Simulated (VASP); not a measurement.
Set up this calculation in VASP 6.6.1, as the native input.

| Item | Value |
| --- | --- |
| Task | single point |
| Functional | PBE |
| Potentials or basis | VASP PAW PBE potentials, release 64 (Sr_sv, Au, N) |
| Cutoff | 600 eV |
| k mesh | 6 × 6 × 4 |
| Occupations | gaussian, width 0.1 eV |
| Spin | no spin polarisation |
| Dipole correction | no |
| Further INCAR settings | ALGO = Normal; EDIFF = 1e-06; NBANDS = 43 |

The structure of Sr4AuN3 lies in POSCAR:

```
Sr4AuN3
1.0
    4.9137287596      0.0000000000      0.0000000000
    0.0000000000      4.9137287596      0.0000000000
    0.0000000000      0.0000000000      8.3114256998
Sr Au N
4 1 3
Direct
    0.5000000000      0.0000000000      0.1970442894
    0.0000000000      0.5000000000      0.8029557106
    0.0000000000      0.5000000000      0.1970442894
    0.5000000000      0.0000000000      0.8029557106
    0.5000000000      0.5000000000      0.5000000000
    0.5000000000      0.5000000000      0.7475295552
    0.5000000000      0.5000000000      0.2524704448
    0.0000000000      0.0000000000      0.0000000000
```

The input as run:

INCAR

```
SYSTEM = Sr4AuN3
PREC = Accurate
ENCUT = 600
EDIFF = 1E-6
ISMEAR = 0
SIGMA = 0.1
LREAL = .FALSE.
LASPH = .TRUE.
NELM = 120
ALGO = Normal
ISIF = 2
LWAVE = .FALSE.
LCHARG = .FALSE.
GGA = PE
NBANDS = 43
GGA_COMPAT = .FALSE.
```

KPOINTS

```
regular mesh
0
G
  6 6 4
  0 0 0
```

Potentials or basis: VASP PAW PBE potentials, release 64 (Sr_sv, Au, N).

Launch:

```console
$ cat potpaw_PBE.64/Sr_sv/POTCAR potpaw_PBE.64/Au/POTCAR potpaw_PBE.64/N/POTCAR > POTCAR
$ mpirun -np 1 vasp_std > vasp.out
```

It gave:

```
Pressure               : 0.2 GPa
Largest force          : 0.032 eV/Å
Band gap on the k mesh : zero (bands 33 and 34 overlap by 0.24 eV)
```

Caveat: spin-orbit coupling is left out, which moves the levels of the heavy elements.

Run time: 12 min on 1 thread of Intel Xeon 8259CL, with other jobs on the host, peak memory 0.51 GiB.
